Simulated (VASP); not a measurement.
A run of VASP 6.6.1 is set up as follows.

INCAR

```
ALGO = Normal
EDIFF = 1E-6
ENCUT = 520
GGA = PE
ISIF = 2
ISMEAR = 0
LASPH = True
LCHARG = False
LREAL = False
LWAVE = False
NBANDS = 34
NELM = 100
PREC = Accurate
SIGMA = 0.1
```

Contents of KPOINTS:

```
k-points
0
Gamma
  12 12 6
```

File POSCAR:

```
In2GeS2
1.0
    4.4262870681      0.0000000000      0.0000000000
   -2.2131435341      3.8332770454      0.0000000000
    0.0000000000      0.0000000000      6.8032867052
In Ge S
2 1 2
Direct
    0.3333333333      0.6666666667      0.2640677596
    0.3333333333      0.6666666667      0.7359322404
    0.0000000000      0.0000000000      0.5000000000
    0.6666666667      0.3333333333      0.0000000000
    0.0000000000      0.0000000000      0.0000000000
```

Potentials or basis: VASP PAW PBE potentials, release 64 (In_d, Ge_d, S).

Command:

```sh
$ cat potpaw_PBE.64/In_d/POTCAR potpaw_PBE.64/Ge_d/POTCAR potpaw_PBE.64/S/POTCAR > POTCAR
$ mpirun -np 1 vasp_std > vasp.out
```

Q: Predict the band gap on the k mesh.

A: Zero (band 26 reaches 6.28 eV, above the bottom of band 27 at 5.30 eV).

Q: What does it give for the pressure?

A: -0.1 GPa.

Caveat: spin-orbit coupling is left out, which moves the levels of the heavy elements.
